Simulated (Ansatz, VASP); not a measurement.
**Two plane-wave programs on CdTe**

```
CELL_PARAMETERS angstrom
0.00000 3.20500 3.20500
3.20500 0.00000 3.20500
3.20500 3.20500 0.00000
ATOMIC_POSITIONS crystal
Cd 0.00000 0.00000 0.00000
Te 0.25000 0.25000 0.25000
```

Alike in both runs: task single point; functional PBE; k mesh 6 × 6 × 6; occupations gaussian, width 0.05 eV; no spin polarisation.

```csv
,VASP,Ansatz
version,VASP 6.6.1,Ansatz 0.2.0
potentials or method,"VASP PAW PBE potentials, release 64 (Cd, Te), cutoff 520 eV","scalar-relativistic, plane waves, PAW"
valence electrons in the cell,18,36
```

|  | VASP | Ansatz | Ansatz less VASP |
| --- | --- | --- | --- |
| gap on the k mesh at the Fermi level (eV) | 0.87 | 0.87 | 0.000 |
| least direct gap on the mesh (eV) | 0.87 | 0.87 | 0.000 |
| pressure (GPa) | 4.4 | 4.3 | -0.16 |

VASP's potentials hold 18 valence electrons a cell and Ansatz's 36, so a difference there can come from the potentials and not from the codes.

Neither program's run includes spin-orbit coupling.
